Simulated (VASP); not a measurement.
Set up this calculation in VASP 6.6.1, as the native input.

| Property | Result |
| --- | --- |
| Task | relaxation of cell and atoms |
| Functional | BLYP |
| Dispersion | D4 |
| Potentials or basis | VASP PAW PBE potentials, release 64 (Bi_d, S) |
| Cutoff | 600 eV |
| k mesh | 7 × 7 × 7 |
| Occupations | fermi-dirac, width 0.05 eV |
| Spin | no spin polarisation |
| Dipole correction | no |
| Further INCAR settings | ALGO = Normal; EDIFF = 1e-06; IBRION = 2; EDIFFG = -0.01; NSW = 60; ISIF = 3 |

The structure of BiS lies in POSCAR:

```
BiS
1.0
    4.0029443400      0.0000000000      0.0000000000
    0.0000000000      4.0029443400      0.0000000000
    0.0000000000      0.0000000000      4.0029443400
Bi S
1 1
Direct
    0.5000000000      0.5000000000      0.5000000000
    0.0000000000      0.0000000000      0.0000000000
```

One way to write it, as run:

INCAR

```
SYSTEM = BiS
PREC = Accurate
ENCUT = 600
EDIFF = 1E-6
ISMEAR = -1
SIGMA = 0.05
LREAL = .FALSE.
LASPH = .TRUE.
NELM = 100
ALGO = Normal
ISIF = 3
LWAVE = .FALSE.
LCHARG = .FALSE.
GGA = B5
ALDAX = 1.0
AGGAX = 1.0
AGGAC = 1.0
ALDAC = 0.0
IVDW = 13
VDW_S6 = 1.0
VDW_S8 = 2.34076671
VDW_A1 = 0.44488865
VDW_A2 = 4.0933009
IBRION = 2
NSW = 60
EDIFFG = -0.01
```

KPOINTS

```
regular mesh
0
G
  7 7 7
  0 0 0
```

Potentials or basis: VASP PAW PBE potentials, release 64 (Bi_d, S).

The run is started by

```sh
$ cat potpaw_PBE.64/Bi_d/POTCAR potpaw_PBE.64/S/POTCAR > POTCAR
$ mpirun -np 1 vasp_std > vasp.out
```

Results of the run:

```
Relaxed volume                         : 23.31 Å³/atom
Relaxed cell                           : a = 3.599 Å, b = 3.599 Å, c = 3.599 Å, α = 90.00°, β = 90.00°, γ = 90.00°
Space group after relaxing (to 0.05 Å) : Pm-3m (No. 221)
Energy gained by relaxing              : 379.7 meV/atom
Ionic steps                            : 3
Pressure after relaxing                : -0.1 GPa
Dispersion energy per atom             : -0.934 eV
```

Caveat: the volume moved by over 15 % at a fixed basis, so the end points are rough; the PAW data sets were made with another functional, which shifts forces and pressure a little; pairwise dispersion overbinds metals, which lowers pressure and volume.

Run time: 35 s on 1 thread of Intel(R) Xeon(R) 6975P-C (Granite Rapids) (shared host), peak memory 0.2 GiB.
